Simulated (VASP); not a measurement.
# AlAs (F-43m) in VASP: notebook

Runs on AlAs. Level: LDA. Tasks: single point.

Program: VASP 6.6.1. These are calculated values, not measurements. Logs are shortened: lines on timing, memory, paths and dates and some standing lists are left out, and cuts for length are marked.

## (1) The cell of the first run

It takes space group F-43m (No. 216, cubic). The conventional cell has a = 5.362 Å, b = 5.362 Å, c = 5.362 Å, α = 90.00°, β = 90.00°, γ = 90.00°. Within 3.1 Å of Al (site symmetry -43m) lie 4 As at 2.32 Å. Within 3.1 Å of As (site symmetry -43m) lie 4 Al at 2.32 Å.

## (2) Single point, LDA

The input, INCAR:

```
PREC = Accurate
ENCUT = 500
EDIFF = 1E-6
ISMEAR = 0
SIGMA = 0.01
LREAL = False
LASPH = True
NELM = 120
ALGO = Normal
ISIF = 2
LWAVE = False
LCHARG = True
GGA = CA
LELF = True
LVHAR = True
NBANDS = 11
GGA_COMPAT = False
```

The input, KPOINTS:

```
regular mesh
0
Gamma
  8 8 8
```

The input, POSCAR:

```
AlAs
1.0
    0.0000000000      2.6808471217      2.6808471217
    2.6808471217      0.0000000000      2.6808471217
    2.6808471217      2.6808471217      0.0000000000
Al As
1 1
Direct
    0.0000000000      0.0000000000      0.0000000000
    0.7500000000      0.7500000000      0.7500000000
```

Potentials or basis: VASP PAW LDA potentials, release 64 (Al, As).

The run is started by

```console
$ cat potpaw_LDA.64/Al/POTCAR potpaw_LDA.64/As/POTCAR > POTCAR
$ mpirun -np 1 vasp_std > vasp.out
```

OUTCAR:

```text
PREC = Accurate
   ENCUT = 500
   EDIFF = 1E-6
   ISMEAR = 0
   LREAL = False
   LASPH = True
   NELM = 120
   ISIF = 2
   GGA = CA

 ion  position               nearest neighbor table
   1  0.000  0.000  0.000-   2 2.32   2 2.32   2 2.32   2 2.32
   2  0.750  0.750  0.750-   1 2.32   1 2.32   1 2.32   1 2.32

  LATTYP: Found a face centered cubic cell.
 ALAT       =     5.3616942434

  Lattice vectors:

 A1 = (   0.0000000000,   2.6808471217,   2.6808471217)
 A2 = (   2.6808471217,   0.0000000000,   2.6808471217)
 A3 = (   2.6808471217,   2.6808471217,   0.0000000000)

Analysis of symmetry for initial positions (statically):
=====================================================================
 Subroutine PRICEL returns:
 Original cell was already a primitive cell.

 Routine SETGRP: Setting up the symmetry group for a
 face centered cubic supercell.

 Subroutine GETGRP returns: Found 24 space group operations
 (whereof 24 operations were pure point group operations)
 out of a pool of 48 trial point group operations.

The static configuration has the point symmetry T_d .

Analysis of symmetry for dynamics (positions and initial velocities):
=====================================================================
 Subroutine PRICEL returns:
 Original cell was already a primitive cell.

 Routine SETGRP: Setting up the symmetry group for a
 face centered cubic supercell.

 Subroutine GETGRP returns: Found 24 space group operations
 (whereof 24 operations were pure point group operations)
 out of a pool of 48 trial point group operations.

The dynamic configuration has the point symmetry T_d .

 Subroutine INISYM returns: Found 24 space group operations
 (whereof 24 operations are pure point group operations),
 and found     1 'primitive' translations

----------------------------------------------------------------------------------------

                                     Primitive cell

  volume of cell :      38.5342

  direct lattice vectors                    reciprocal lattice vectors
     0.000000000  2.680847122  2.680847122    -0.186508211  0.186508211  0.186508211
     2.680847122  0.000000000  2.680847122     0.186508211 -0.186508211  0.186508211
     2.680847122  2.680847122  0.000000000     0.186508211  0.186508211 -0.186508211

  length of vectors
     3.791290358  3.791290358  3.791290358     0.323041697  0.323041697  0.323041697

  position of ions in fractional coordinates (direct lattice)
     0.000000000  0.000000000  0.000000000
     0.750000000  0.750000000  0.750000000

  ion indices of the primitive-cell ions
   primitive index   ion index
                 1           1
                 2           2

----------------------------------------------------------------------------------------

 KPOINTS: regular mesh

Automatic generation of k-mesh.
 Grid dimensions read from file:
 generate k-points for:    8    8    8

 Generating k-lattice:

  Cartesian coordinates                     Fractional coordinates (reciprocal lattice)
    -0.023313526  0.023313526  0.023313526     0.125000000  0.000000000  0.000000000
     0.023313526 -0.023313526  0.023313526     0.000000000  0.125000000  0.000000000
     0.023313526  0.023313526 -0.023313526     0.000000000  0.000000000  0.125000000

  Length of vectors
     0.040380212  0.040380212  0.040380212

  Shift w.r.t. Gamma in fractional coordinates (k-lattice)
     0.000000000  0.000000000  0.000000000

 Subroutine IBZKPT returns following result:
 ===========================================

 Found     29 irreducible k-points:

 Following reciprocal coordinates:
            Coordinates               Weight
  0.000000  0.000000  0.000000      1.000000
  0.125000  0.000000  0.000000      8.000000
  0.250000  0.000000  0.000000      8.000000
  0.375000  0.000000  0.000000      8.000000
  0.500000  0.000000  0.000000      4.000000
  0.125000  0.125000  0.000000      6.000000
[... 16 lines left out ...]
  0.500000  0.250000  0.125000     48.000000
 -0.375000  0.250000  0.125000     24.000000
 [... further k-points ...]
   k-points           NKPTS =     29   k-points in BZ     NKDIM =     29   number of bands    NBANDS=     11
   number of dos      NEDOS =    301   number of ions     NIONS =      2
   total plane-waves  NPLWV =  21952
   dimension x,y,z NGX =    28 NGY =   28 NGZ =   28
   dimension x,y,z NGXF=    56 NGYF=   56 NGZF=   56
   ions per type =               1   1
   NGX,Y,Z   is equivalent  to a cutoff of  12.28, 12.28, 12.28 a.u.
   NGXF,Y,Z  is equivalent  to a cutoff of  24.56, 24.56, 24.56 a.u.
 SYSTEM =  unknown system
   PREC   = accura    normal or accurate (medium, high low for compatibility)
   ISTART =      0    job   : 0-new  1-cont  2-samecut
   ICHARG =      2    charge: 1-file 2-atom 10-const
   ISPIN  =      1    spin polarized calculation?
   LNONCOLLINEAR =      F non collinear calculations
   LSORBIT =      F    spin-orbit coupling
   LASPH  =      T    aspherical Exc in radial PAW
   ENCUT  =  500.0 eV  36.75 Ry    6.06 a.u.   6.91  6.91  6.91*2*pi/ulx,y,z
   NELM   =    120;   NELMIN=  2; NELMDL= -5     # of ELM steps
   EDIFF  = 0.1E-05   stopping-criterion for ELM
   LREAL  =      F    real-space projection
   EDIFFG = 0.1E-04   stopping-criterion for IOM
   NSW    =      0    number of steps for IOM
   IBRION =     -1    ionic relax: 0-MD 1-quasi-New 2-CG
   NFREE  =      0    steps in history (QN), initial steepest desc. (CG)
   ISIF   =      2    stress and relaxation
   ISYM   =      2    0-nonsym 1-usesym 2-fastsym
   POTIM  = 0.5000    time-step for ionic-motion
   TEBEG  =    0.0;   TEEND  =   0.0 temperature during run
   PSTRESS=    0.0 pullay stress
   NELECT =       8.0000    total number of electrons
   NUPDOWN=      -1.0000    fix difference up-down
   EMIN   =  10.00;   EMAX   =-10.00  energy-range for DOS
   EFERMI =   0.00;   METHOD = LEGACY
   ISMEAR =     0;   SIGMA  =   0.01  broadening in eV -4-tet -1-fermi 0-gaus
   EFERMI_NEDOS =   21; number of points for ismear=-14 and -15
   IALGO  =     38    algorithm
   IMIX   =      4    mixing-type and parameters
     AMIX     =   0.40;   BMIX     =  1.00
     AMIX_MAG =   1.60;   BMIX_MAG =  1.00
  volume/ion in A,a.u.               =      19.27       130.02
  Fermi-wavevector in a.u.,A,eV,Ry     =   0.969370  1.831843 12.785090  0.939678
  Thomas-Fermi vector in A             =   2.099417
   LORBIT       =      0    0 simple, 1 ext, 2 COOP (PROOUT), +10 PAW based schemes
   GGA     = CA    functional components
   LHFCALC =     F    Hartree Fock is set to
   AEXX    =    0.0000 exact exchange contribution
   IVDW    =     0    specifies the selected vdW correction
   LEPSILON=     F    determine dielectric tensor
   LRPA    =     F    only Hartree local field effects (RPA)
 non-spin polarized calculation
 Gauss-broadening in eV      SIGMA  =   0.01
  energy-cutoff  :      500.00
  volume of cell :       38.53
 maximum number of plane-waves:       992
   NGX = 13   NGY = 13   NGZ = 13

 number of electron       7.9999999 magnetization

 Free energy of the ion-electron system (eV)
  ---------------------------------------------------
  ext. energy  EPLUGINS =         0.00000000
  ---------------------------------------------------
  free energy    TOTEN  =       -10.24524222 eV

  energy without entropy =      -10.24524222  energy(sigma->0) =      -10.24524222

 E-fermi :   5.4007     XC(G=0):  -9.9110

 val. band max:        5.2985261167   @ k =   0.0000   0.0000   0.0000
 cond. band min:       6.3204580419   @ k =   0.5000   0.5000   0.0000
 fundamental gap:      1.0219319251
 Fermi energy:         5.4006778270

 k-point     1 :       0.0000    0.0000    0.0000
  band No.  band energies     occupation
      1      -7.5941      2.00000
      2       5.2985      2.00000
      3       5.2985      2.00000
      4       5.2985      2.00000
      5       8.5299      0.00000
      6       9.8272      0.00000
      7       9.8272      0.00000
      8       9.8272      0.00000
      9      14.6517      0.00000
     10      14.6517      0.00000
     11      14.8964      0.00000

 k-point     2 :       0.1250    0.0000    0.0000
  band No.  band energies     occupation
      1      -7.4077      2.00000
      2       3.7999      2.00000
      3       5.1099      2.00000
      4       5.1099      2.00000
      5       8.9486      0.00000
      6      10.1533      0.00000
      7      10.1533      0.00000
      8      10.5823      0.00000
      9      13.9211      0.00000
     10      13.9211      0.00000
     11      15.5466      0.00000

 k-point     3 :       0.2500    0.0000    0.0000
  band No.  band energies     occupation
      1      -6.8820      2.00000
      2       1.5528      2.00000
      3       4.7452      2.00000
      4       4.7452      2.00000
      5       8.4966      0.00000
      6      10.4631      0.00000
      7      10.4631      0.00000
      8      12.6598      0.00000
      9      13.8497      0.00000
     10      13.8497      0.00000
     11      15.0790      0.00000

 k-point     4 :       0.3750    0.0000    0.0000
  band No.  band energies     occupation
      1      -6.1728      2.00000
      2      -0.2951      2.00000
      3       4.4595      2.00000
      4       4.4595      2.00000
      5       8.1034      0.00000
      6      10.2026      0.00000
      7      10.2026      0.00000
      8      13.3143      0.00000
      9      15.4093      0.00000
     10      15.4093      0.00000
     11      16.1293      0.00000

 k-point     5 :       0.5000    0.0000    0.0000
  band No.  band energies     occupation
      1      -5.7690      2.00000
      2      -1.0900      2.00000
      3       4.3567      2.00000
      4       4.3567      2.00000
      5       7.9654      0.00000
      6      10.0315      0.00000
      7      10.0315      0.00000
      8      13.1646      0.00000
      9      17.5175      0.00000
     10      17.5175      0.00000
     11      17.7429      0.00000
[... 211 lines left out ...]
 k-point    21 :       0.5000    0.5000    0.0000
  band No.  band energies     occupation
      1      -5.0527      2.00000
      2      -0.7688      2.00000
      3       2.7346      2.00000
      4       2.7346      2.00000
      5       6.3205      0.00000
      6       7.4838      0.00000
      7      16.7530      0.00000
      8      16.7530      0.00000
      9      18.8042      0.00000
     10      18.8774      0.00000
     11      18.8775      0.00000

 k-point    22 :       0.3750    0.2500    0.1250
  band No.  band energies     occupation
      1      -6.4367      2.00000
      2       1.2268      2.00000
      3       2.9615      2.00000
      4       4.1588      2.00000
      5       8.9868      0.00000
      6      10.1749      0.00000
      7      10.7536      0.00000
      8      12.3976      0.00000
      9      14.1240      0.00000
     10      16.5262      0.00000
     11      18.3025      0.00000

 k-point    23 :       0.5000    0.2500    0.1250
  band No.  band energies     occupation
      1      -5.7871      2.00000
      2      -0.0252      2.00000
      3       2.3114      2.00000
      4       3.6828      2.00000
      5       9.1131      0.00000
      6      10.0644      0.00000
      7      11.5053      0.00000
      8      12.6818      0.00000
      9      15.4359      0.00000
     10      16.6086      0.00000
     11      18.2714      0.00000

 k-point    24 :      -0.3750    0.2500    0.1250
  band No.  band energies     occupation
      1      -5.4305      2.00000
      2      -0.6548      2.00000
      3       2.1646      2.00000
      4       3.4525      2.00000
      5       9.1289      0.00000
      6       9.7394      0.00000
      7      12.5610      0.00000
      8      13.5425      0.00000
      9      14.2895      0.00000
     10      16.8954      0.00000
     11      18.5778      0.00000

 [... further k-points ...]

------------------------ aborting loop because EDIFF is reached ----------------------------------------

  FORCE on cell =-STRESS in cart. coord.  units (eV):
  Direction    XX          YY          ZZ          XY          YZ          ZX
  --------------------------------------------------------------------------------------
  -------------------------------------------------------------------------------------
  Total        3.7652753      3.7652753      3.7652753      0.0000000     -0.0000000      0.0000000
  in kB      156.5529221    156.5529221    156.5529221      0.0000000     -0.0000000      0.0000000
  external PRESSURE =     156.5529221 kB  Pullay stress =       0.0000000 kB

 VOLUME and BASIS-vectors are now :
 -----------------------------------------------------------------------------
  energy-cutoff  :      500.00
  volume of cell :       38.53
      direct lattice vectors                 reciprocal lattice vectors
     0.000000000  2.680847122  2.680847122    -0.186508211  0.186508211  0.186508211
     2.680847122  0.000000000  2.680847122     0.186508211 -0.186508211  0.186508211
     2.680847122  2.680847122  0.000000000     0.186508211  0.186508211 -0.186508211

 POSITION                                       TOTAL-FORCE (eV/Angst)
 -----------------------------------------------------------------------------------
      0.00000      0.00000      0.00000         0.000000      0.000000      0.000000
      4.02127      4.02127      4.02127        -0.000000     -0.000000     -0.000000
 -----------------------------------------------------------------------------------
    total drift:                               -0.000000     -0.000000     -0.000000

  FREE ENERGIE OF THE ION-ELECTRON SYSTEM (eV)
  ---------------------------------------------------
  free  energy   TOTEN  =       -10.2452422244 eV

  energy  without entropy=      -10.2452422244  energy(sigma->0) =      -10.24524222
```

Run time: 6.1 s. Hardware: 1 thread of Intel Xeon Platinum 8488C (Sapphire Rapids), shared host; peak memory 0.14 GiB.

Results:

```yaml
Free_energy: -10.2452 eV
Pressure: 15.7 GPa
Band_gap_on_the_k_mesh: 1.02 eV (least direct gap 3.23 eV)
```

Caveat: the cell stands under pressure. A k mesh can miss the band edges.

## (3) Single point, LDA

This run uses another cell than the first one, of 20.42 Å³/atom.

The input, INCAR:

```
SYSTEM = AlAs
PREC     = Accurate       ! precision mode
ENCUT    = 500            ! plane-wave cutoff, eV
EDIFF    = 1E-6           ! SCF threshold, eV
ISMEAR   = 0              ! smearing method
SIGMA    = 0.01           ! smearing width, eV
LREAL    = .False.        ! projectors in reciprocal space
LASPH    = .True.         ! aspherical terms in the spheres
NELM     = 120            ! most SCF steps
ALGO     = Normal         ! electronic algorithm
ISIF     = 2              ! what is computed and relaxed
LWAVE    = .False.        ! write WAVECAR
LCHARG   = .True.         ! write CHGCAR
LELF     = .True.         ! ELF
LVHAR    = .True.       
NBANDS   = 11             ! bands
GGA_COMPAT= .False.
```

The input, KPOINTS:

```
regular mesh
0
Gamma
  8 8 8
  0 0 0
```

The input, POSCAR:

```
AlAs
1.0
    0.0000000000      2.7333182437      2.7333182437
    2.7333182437      0.0000000000      2.7333182437
    2.7333182437      2.7333182437      0.0000000000
Al As
1 1
Direct
    0.0000000000      0.0000000000      0.0000000000
    0.7500000000      0.7500000000      0.7500000000
```

Potentials or basis: VASP PAW LDA potentials, release 64 (Al, As).

The run is started by

```console
$ cat potpaw_LDA.64/Al/POTCAR potpaw_LDA.64/As/POTCAR > POTCAR
$ mpirun -np 1 vasp_std > vasp.out
```

Wall time 6.5 s (1 thread of Intel Xeon Platinum 8488C (Sapphire Rapids), shared host); peak memory 0.14 GiB.

Results (log left out):

```
Free energy            : -10.4170 eV
Pressure               : 8.5 GPa
Band gap on the k mesh : 1.15 eV (least direct gap 2.74 eV)
```

Levels at points of the mesh, in eV from the valence-band top:
| k point | band 2 | band 3 | band 4 | band 5 | band 6 | band 7 |
| --- | --- | --- | --- | --- | --- | --- |
| (0.00, 0.00, 0.00) | 0.00 | 0.00 | 0.00 | 2.74 | 4.43 | 4.43 |
| (0.50, 0.00, 0.00) | -6.09 | -0.90 | -0.90 | 2.43 | 4.70 | 4.70 |
| (0.50, 0.50, 0.00) | -5.83 | -2.42 | -2.42 | 1.15 | 2.20 | 11.01 |

Caveat: the cell stands under pressure. A k mesh can miss the band edges.

## (4) Single point, LDA

This run uses another cell than the first one, of 20.42 Å³/atom.

The input, INCAR:

```
SYSTEM = AlAs
  PREC = Accurate
  ENCUT = 500
  EDIFF = 1E-6
  ISMEAR = 0
  SIGMA = 0.01
  LREAL = .False.
  LASPH = .True.
  NELM = 120
  ALGO = Normal
  ISIF = 2
  LWAVE = .False.
  LCHARG = .False.
  GGA = CA
  NBANDS = 11
  GGA_COMPAT = .False.
```

The input, KPOINTS:

```
Automatic mesh
0
Gamma
  8 8 8
  0 0 0
```

The input, POSCAR:

```
AlAs
1.0
    0.0000000000      2.7333182490      2.7333182490
    2.7333182490      0.0000000000      2.7333182490
    2.7333182490      2.7333182490      0.0000000000
Al As
1 1
Direct
    0.0000000000      0.0000000000      0.0000000000
    0.7500000000      0.7500000000      0.7500000000
```

The run is started by

```console
$ cat potpaw_LDA.64/Al/POTCAR potpaw_LDA.64/As/POTCAR > POTCAR
$ mpirun -np 1 vasp_std > vasp.out
```

Run time: 5.9 s. Hardware: 1 thread of Intel Xeon Platinum 8488C (Sapphire Rapids), shared host; peak memory 0.14 GiB.

It converged, with:

```
Free energy            : -10.4170 eV
Pressure               : 8.5 GPa
Band gap on the k mesh : 1.15 eV (least direct gap 2.74 eV)
```

Levels at points of the mesh, in eV from the valence-band top:
```tsv
k point	band 2	band 3	band 4	band 5	band 6	band 7
(0.00, 0.00, 0.00)	0.00	0.00	0.00	2.74	4.43	4.43
(0.50, 0.00, 0.00)	-6.09	-0.90	-0.90	2.43	4.70	4.70
(0.50, 0.50, 0.00)	-5.83	-2.42	-2.42	1.15	2.20	11.01
```

Caveat: the cell stands under pressure. A k mesh can miss the band edges.

(Continued in part 2 of 2.)
